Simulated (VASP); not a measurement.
Input of a VASP 6.6.1 run:

Contents of INCAR:

```
ALGO = Normal
EDIFF = 1E-6
ENCUT = 520
GGA = PS
ISIF = 2
ISMEAR = 1
LASPH = True
LCHARG = False
LREAL = False
LWAVE = False
NBANDS = 12
NELM = 80
PREC = Accurate
SIGMA = 0.1
```

File KPOINTS:

```
k-points
0
Gamma
  39 39 39
```

Contents of POSCAR:

```
Cu
1.0
    0.0000000000      1.7815755880      1.7815755880
    1.7815755880      0.0000000000      1.7815755880
    1.7815755880      1.7815755880      0.0000000000
Cu
1
Direct
    0.0000000000      0.0000000000      0.0000000000
```

Potentials or basis: VASP PAW PBE potentials, release 64 (Cu).

The run is started by

```bash
$ cat potpaw_PBE.64/Cu/POTCAR > POTCAR
$ mpirun -np 1 vasp_std > vasp.out
```

Question: Predict the pressure.

Answer: 0.8 GPa.

Question: Predict the band gap on the k mesh.

Answer: Zero (an odd number of electrons rules out a gap without spin polarisation).

Caveat: the PAW data sets were made with another functional, which shifts forces and pressure a little.
